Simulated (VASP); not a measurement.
# BN (P6_3mc) in VASP: dielectric tensor with PBEsol

Aim: the dielectric tensor of BN with PBEsol.

Program: VASP 6.6.1. These are calculated values, not measurements. Logs are shortened: lines on timing, memory, paths and dates and some standing lists are left out, and cuts for length are marked.

### Step 1. The cell of the first run

Symmetry: P6_3mc, No. 186, hexagonal system. Conventional cell: a = 2.536 Å, b = 2.536 Å, c = 4.199 Å, α = 90.00°, β = 90.00°, γ = 120.00°. Within 2.1 Å of B (site symmetry 3m) lie 4 N at 1.56 to 1.57 Å. Within 2.1 Å of N (site symmetry 3m) lie 4 B at 1.56 to 1.57 Å.

### Step 2. Dielectric tensor, PBEsol

INCAR

```
PREC = Accurate ; ENCUT = 520
EDIFF = 1E-8 ; ISMEAR = 0
SIGMA = 0.01 ; LREAL = F
LASPH = T ; NELM = 100
ALGO = Normal ; ISIF = 2
LWAVE = F ; LCHARG = F
GGA = PS ; LEPSILON = T
```

KPOINTS

```
Automatic mesh
0
Gamma
  12 12 4
```

POSCAR

```
BN
1.0
    2.5360000000      0.0000000000      0.0000000000
   -1.2680000000      2.1962400000      0.0000000000
    0.0000000000      0.0000000000      4.1990000000
B N
2 2
Direct
    0.6666666667      0.3333333333      0.0000000000
    0.3333333333      0.6666666667      0.5000000000
    0.6666666667      0.3333333333      0.3750000000
    0.3333333333      0.6666666667      0.8750000000
```

Potentials or basis: VASP PAW PBE potentials, release 64 (B, N).

Run with:

```bash
cat potpaw_PBE.64/B/POTCAR potpaw_PBE.64/N/POTCAR > POTCAR
mpirun -np 1 vasp_std > vasp.out
```

OUTCAR:

```text
PREC = Accurate
   ENCUT = 520
   EDIFF = 1E-8
   ISMEAR = 0
   LREAL = F
   LASPH = T
   NELM = 100
   ISIF = 2
   GGA = PS
   LEPSILON = T

 ion  position               nearest neighbor table
   1  0.667  0.333  0.000-   4 1.56   4 1.56   4 1.56   3 1.57
   2  0.333  0.667  0.500-   3 1.56   3 1.56   3 1.56   4 1.57
   3  0.667  0.333  0.375-   2 1.56   2 1.56   2 1.56   1 1.57
   4  0.333  0.667  0.875-   1 1.56   1 1.56   1 1.56   2 1.57

  LATTYP: Found a hexagonal cell.
 ALAT       =     2.5360000000
 C/A-ratio  =     1.6557570978

  Lattice vectors:

 A1 = (   2.5360000000,   0.0000000000,   0.0000000000)
 A2 = (  -1.2680000000,   2.1962400000,   0.0000000000)
 A3 = (   0.0000000000,   0.0000000000,   4.1990000000)

Analysis of symmetry for initial positions (statically):
=====================================================================
 Subroutine PRICEL returns:
 Original cell was already a primitive cell.

 Routine SETGRP: Setting up the symmetry group for a
 hexagonal supercell.

 Subroutine GETGRP returns: Found 12 space group operations
 (whereof  6 operations were pure point group operations)
 out of a pool of 24 trial point group operations.

The static configuration has the point symmetry C_3v.
 The point group associated with its full space group is C_6v.

Analysis of symmetry for dynamics (positions and initial velocities):
=====================================================================
 Subroutine PRICEL returns:
 Original cell was already a primitive cell.

 Routine SETGRP: Setting up the symmetry group for a
 hexagonal supercell.

 Subroutine GETGRP returns: Found 12 space group operations
 (whereof  6 operations were pure point group operations)
 out of a pool of 24 trial point group operations.

The dynamic configuration has the point symmetry C_3v.
 The point group associated with its full space group is C_6v.

 Subroutine INISYM returns: Found 12 space group operations
 (whereof  6 operations are pure point group operations),
 and found     1 'primitive' translations

----------------------------------------------------------------------------------------

                                     Primitive cell

  volume of cell :      23.3870

  direct lattice vectors                    reciprocal lattice vectors
     2.536000000  0.000000000  0.000000000     0.394321767  0.227661822  0.000000000
    -1.268000000  2.196240000  0.000000000     0.000000000  0.455323644  0.000000000
     0.000000000  0.000000000  4.199000000     0.000000000  0.000000000  0.238151941

  length of vectors
     2.536000000  2.535999633  4.199000000     0.455323578  0.455323644  0.238151941

  position of ions in fractional coordinates (direct lattice)
     0.666666667  0.333333333  0.000000000
     0.333333333  0.666666667  0.500000000
     0.666666667  0.333333333  0.375000000
     0.333333333  0.666666667  0.875000000

  ion indices of the primitive-cell ions
   primitive index   ion index
                 1           1
                 2           2
                 3           3
                 4           4

----------------------------------------------------------------------------------------

 KPOINTS: Automatic mesh

Automatic generation of k-mesh.
 Grid dimensions read from file:
 generate k-points for:   12   12    4

 Generating k-lattice:

  Cartesian coordinates                     Fractional coordinates (reciprocal lattice)
     0.032860147  0.018971819  0.000000000     0.083333333  0.000000000  0.000000000
     0.000000000  0.037943637  0.000000000     0.000000000  0.083333333  0.000000000
     0.000000000  0.000000000  0.059537985     0.000000000  0.000000000  0.250000000

  Length of vectors
     0.037943632  0.037943637  0.059537985

  Shift w.r.t. Gamma in fractional coordinates (k-lattice)
     0.000000000  0.000000000  0.000000000

 Subroutine IBZKPT returns following result:
 ===========================================

 Found     57 irreducible k-points:

 Following reciprocal coordinates:
            Coordinates               Weight
  0.000000  0.000000  0.000000      1.000000
  0.083333 -0.000000  0.000000      6.000000
  0.166667  0.000000  0.000000      6.000000
  0.250000 -0.000000  0.000000      6.000000
  0.333333  0.000000  0.000000      6.000000
  0.416667 -0.000000  0.000000      6.000000
[... 16 lines left out ...]
  0.250000 -0.000000  0.250000     12.000000
  0.333333  0.000000  0.250000     12.000000
 [... further k-points ...]
   k-points           NKPTS =     57   k-points in BZ     NKDIM =     57   number of bands    NBANDS=     12
   number of dos      NEDOS =    301   number of ions     NIONS =      4
[... 26 lines left out ...]
   PSTRESS=    0.0 pullay stress
   NELECT =      16.0000    total number of electrons
   NUPDOWN=      -1.0000    fix difference up-down
   EMIN   =  10.00;   EMAX   =-10.00  energy-range for DOS
   EFERMI =   0.00;   METHOD = LEGACY
   ISMEAR =     0;   SIGMA  =   0.01  broadening in eV -4-tet -1-fermi 0-gaus
   EFERMI_NEDOS =   21; number of points for ismear=-14 and -15
   IALGO  =     38    algorithm
   IMIX   =      4    mixing-type and parameters
     AMIX     =   0.40;   BMIX     =  1.00
     AMIX_MAG =   1.60;   BMIX_MAG =  1.00
  volume/ion in A,a.u.               =       5.85        39.46
  Fermi-wavevector in a.u.,A,eV,Ry     =   1.442524  2.725976 28.312048  2.080877
  Thomas-Fermi vector in A             =   2.561035
   LORBIT       =      0    0 simple, 1 ext, 2 COOP (PROOUT), +10 PAW based schemes
   GGA     = PS    functional components
   LHFCALC =     F    Hartree Fock is set to
   AEXX    =    0.0000 exact exchange contribution
   IVDW    =     0    specifies the selected vdW correction
   LEPSILON=     T    determine dielectric tensor
   LRPA    =     F    only Hartree local field effects (RPA)
 non-spin polarized calculation
 Gauss-broadening in eV      SIGMA  =   0.01
  energy-cutoff  :      520.00
  volume of cell :       23.39
 maximum number of plane-waves:       652
 NGX is ok and might be reduce to    20
   NGX =  9   NGY =  9   NGZ = 15

--------------------------------------- Ionic step        1  -------------------------------------------

 number of electron      15.9999999 magnetization

 E-fermi :   7.7153     XC(G=0): -13.0567

 val. band max:        7.6412145504   @ k =   0.0000   0.0000   0.0000
 cond. band min:      12.6112103461   @ k =   0.3333   0.3333   0.0000
 fundamental gap:      4.9699957957
 Fermi energy:         7.7153409216

 k-point     1 :       0.0000    0.0000    0.0000
  band No.  band energies     occupation
      1     -12.9006      2.00000
      2      -8.6562      2.00000
      3      -3.4585      2.00000
      4       5.4958      2.00000
      5       5.4958      2.00000
      6       7.3883      2.00000
      7       7.6412      2.00000
      8       7.6412      2.00000
      9      16.0157      0.00000
     10      16.0157      0.00000
     11      16.1965      0.00000
     12      17.2751      0.00000
[... 331 lines left out ...]
 k-point    24 :       0.3333    0.0000    0.2500
  band No.  band energies     occupation
      1     -10.2276      2.00000
      2      -7.9724      2.00000
      3      -1.2120      2.00000
      4       0.7233      2.00000
      5       1.3380      2.00000
      6       3.4557      2.00000
      7       5.0942      2.00000
      8       5.4145      2.00000
      9      14.3352      0.00000
     10      15.6241      0.00000
     11      18.2698      0.00000
     12      19.1255      0.00000

 [... further k-points ...]

  FORCE on cell =-STRESS in cart. coord.  units (eV):
  Direction    XX          YY          ZZ          XY          YZ          ZX
  --------------------------------------------------------------------------------------
  -------------------------------------------------------------------------------------
  Total        0.4305099      0.4305097      0.2716087      0.0000000      0.0000000      0.0000000
  in kB       29.4929883     29.4929769     18.6071290      0.0000000      0.0000000      0.0000000
  external PRESSURE =      25.8643648 kB  Pullay stress =       0.0000000 kB

 VOLUME and BASIS-vectors are now :
 -----------------------------------------------------------------------------
  energy-cutoff  :      520.00
  volume of cell :       23.39
      direct lattice vectors                 reciprocal lattice vectors
     2.536000000  0.000000000  0.000000000     0.394321767  0.227661822  0.000000000
    -1.268000000  2.196240000  0.000000000     0.000000000  0.455323644  0.000000000
     0.000000000  0.000000000  4.199000000     0.000000000  0.000000000  0.238151941

 POSITION                                       TOTAL-FORCE (eV/Angst)
 -----------------------------------------------------------------------------------
      1.26800      0.73208      0.00000        -0.000000     -0.000000      0.061859
     -0.00000      1.46416      2.09950         0.000000      0.000000      0.061859
      1.26800      0.73208      1.57462        -0.000000      0.000000     -0.061859
     -0.00000      1.46416      3.67413         0.000000     -0.000000     -0.061859
 -----------------------------------------------------------------------------------
    total drift:                               -0.000000     -0.000000     -0.000050

  FREE ENERGIE OF THE ION-ELECTRON SYSTEM (eV)
  ---------------------------------------------------
  free  energy   TOTEN  =       -36.6242757368 eV

  energy  without entropy=      -36.6242757368  energy(sigma->0) =      -36.62427574

 HEAD OF MICROSCOPIC STATIC DIELECTRIC TENSOR (INDEPENDENT PARTICLE, excluding Hartree and local field effects)
 ------------------------------------------------------
           4.713558     0.000000     0.000000
           0.000000     4.713557     0.000000
          -0.000000     0.000000     4.880518
 ------------------------------------------------------

 Free energy of the ion-electron system (eV)
  ---------------------------------------------------
  ---------------------------------------------------
  free energy    TOTEN  =        -0.24766466 eV

  energy without entropy =       -0.24766466

------------------------ aborting loop because EDIFF is reached ----------------------------------------

--------------------------------------- Ionic step        2  -------------------------------------------

------------------------ aborting loop because EDIFF is reached ----------------------------------------

--------------------------------------- Ionic step        3  -------------------------------------------

 Free energy of the ion-electron system (eV)
  ---------------------------------------------------
  ---------------------------------------------------
  free energy    TOTEN  =        -0.25941679 eV

  energy without entropy =       -0.25941679

------------------------ aborting loop because EDIFF is reached ----------------------------------------

 PIEZOELECTRIC TENSOR FIELD DIRECTION 3  (e Angst)
 -----------------------------------------------------------------------------
     0.74123 -0.00000  0.00000           (  0.00605 -0.00000  0.00000)
    -0.00000  0.74123  0.00000           ( -0.00000  0.00605  0.00000)
    -0.00000  0.00000 -1.54404           (  0.00000  0.00000 -0.00875)

 PIEZOELECTRIC TENSOR FIELD DIRECTION 3  (C/m^2)
 -----------------------------------------------------------------------------
     0.50779 -0.00000  0.00000
    -0.00000  0.50779  0.00000
    -0.00000  0.00000 -1.05778

 MACROSCOPIC STATIC DIELECTRIC TENSOR (including local field effects in DFT)
 ------------------------------------------------------
           4.581336     0.000000     0.000000
           0.000000     4.581334     0.000000
           0.000000     0.000000     4.751896
 ------------------------------------------------------

 PIEZOELECTRIC TENSOR (including local field effects)  for field in x, y, z        (e  Angst)
          XX          YY          ZZ          XY          YZ          ZX
  --------------------------------------------------------------------------------
  x    -0.00000     0.00000     0.00000     0.00000     0.00000     0.89436
  y    -0.00000    -0.00000    -0.00000     0.00000     0.89436     0.00000
  z     0.74123     0.74123    -1.54404     0.00000     0.00000     0.00000

 PIEZOELECTRIC TENSOR (including local field effects)  for field in x, y, z        (C/m^2)
          XX          YY          ZZ          XY          YZ          ZX
  --------------------------------------------------------------------------------
  x    -0.00000     0.00000     0.00000     0.00000     0.00000     0.61270
  y    -0.00000    -0.00000    -0.00000     0.00000     0.61270     0.00000
  z     0.50779     0.50779    -1.05778     0.00000     0.00000     0.00000

 BORN EFFECTIVE CHARGES (including local field effects) (in |e|, cummulative output)
 ---------------------------------------------------------------------------------
 ion    1
    1     1.83162     0.00000     0.00000
    2     0.00000     1.83162    -0.00000
    3    -0.00000    -0.00000     1.93262
 ion    2
    1     1.83162     0.00000     0.00000
    2    -0.00000     1.83162     0.00000
    3     0.00000     0.00000     1.93262
 ion    3
    1    -1.83162     0.00000     0.00000
    2     0.00000    -1.83162     0.00000
    3     0.00000     0.00000    -1.93262
 ion    4
    1    -1.83162     0.00000     0.00000
    2    -0.00000    -1.83162     0.00000
    3     0.00000    -0.00000    -1.93262
```

It took 72 s on 1 thread of Intel Xeon 6975P-C (Granite Rapids), shared host; peak memory 0.23 GiB.

What came out:

| Property | Result |
| --- | --- |
| Band gap on the k mesh | 4.97 eV, indirect (least direct gap 8.27 eV) |
| Electronic dielectric tensor (diagonal) | 4.58, 4.58, 4.75 |
| Born charges (mean of the diagonal) | B +1.87; N -1.87 e |

Electronic dielectric tensor:
```
4.58 0.00 0.00
0.00 4.58 0.00
0.00 0.00 4.75
```

Born effective charge tensors (e):
atom 1, B
```
1.83 0.00 0.00
0.00 1.83 0.00
0.00 0.00 1.93
```
atom 2, B
```
1.83 0.00 0.00
0.00 1.83 0.00
0.00 0.00 1.93
```
atom 3, N
```
-1.83  0.00  0.00
 0.00 -1.83  0.00
 0.00  0.00 -1.93
```
atom 4, N
```
-1.83  0.00  0.00
 0.00 -1.83  0.00
 0.00  0.00 -1.93
```

Caveat: the PAW data sets were made with another functional, which shifts forces and pressure a little.
